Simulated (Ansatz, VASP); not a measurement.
## Hf in VASP and in Ansatz

The input POSCAR:

```
Hf
1.0
    2.7790874647      0.0000000000      0.0000000000
    0.0000000000      2.7790874647      0.0000000000
    0.0000000000      0.0000000000      2.7790874647
Hf
1
Direct
    0.0000000000      0.0000000000      0.0000000000
```

The input INCAR.step1:

```
  PREC = Accurate
  ENCUT = 520
  ISMEAR = -1
  SIGMA = 0.1
  LREAL = F
  LASPH = T
  NELM = 60
  NBANDS = 11
  GGA = PE
  ALGO = Normal
  EDIFF = 1E-4
  LWAVE = T
  LCHARG = F
```

The input INCAR.step2:

```
  PREC = Accurate
  ENCUT = 520
  EDIFF = 1E-7
  ISMEAR = -1
  SIGMA = 0.1
  LREAL = F
  LASPH = T
  NELM = 60
  ALGO = Normal
  ISIF = 2
  LWAVE = F
  LCHARG = F
  METAGGA = R2SCAN
  LMIXTAU = T
  NBANDS = 11
  ISTART = 1
```

KPOINTS

```
regular mesh
0
Gamma
  12 12 12
```

Input for Ansatz:

```yaml
crystal:
  lattice:
    - [2.7790874647, 0.0, 0.0]
    - [0.0, 2.7790874647, 0.0]
    - [0.0, 0.0, 2.7790874647]
  atoms:
    - { symbol: Hf, position: [0.0, 0.0, 0.0] }
hamiltonian:
  xc: r2scan
  pseudopotentials:
    kind: paw
    azcp:
      Hf: "pseudopotentials/Hf.paw.azcp"
basis:
  ecutwfc: 500
  fft_grid_basis: typed
kpoints:
  mp_grid: { grid: [12, 12, 12], shift: [0, 0, 0] }
magnetization:
  spin_polarized: false
scf:
  occupations: { method: fermi_dirac, width: 0.1 }
  lower_state_search: "off"
output:
  stress: true
```

Alike in both runs: task single point; functional r2SCAN; k mesh 12 × 12 × 12; occupations fermi-dirac, width 0.1 eV; no spin polarisation.

```csv
,VASP,Ansatz
version,VASP 6.6.1,Ansatz 0.2.0
potentials or method,"VASP PAW PBE potentials, release 64 (Hf_pv), cutoff 520 eV","plane waves (500 eV) with PAW, scalar-relativistic"
valence electrons in the cell,10,26
```

Ansatz gave:

```
pressure (GPa) : 12.0
```

Q: Which values does VASP return?

A: Pressure (GPa): 11.7.

VASP's potentials were made for PBE, not for r2SCAN. With one functional, cell and mesh, what is left measures potentials, basis and numerics. VASP's potentials hold 10 valence electrons a cell and Ansatz's 26, so a difference there can come from the potentials and not from the codes.

Neither program's run includes spin-orbit coupling.
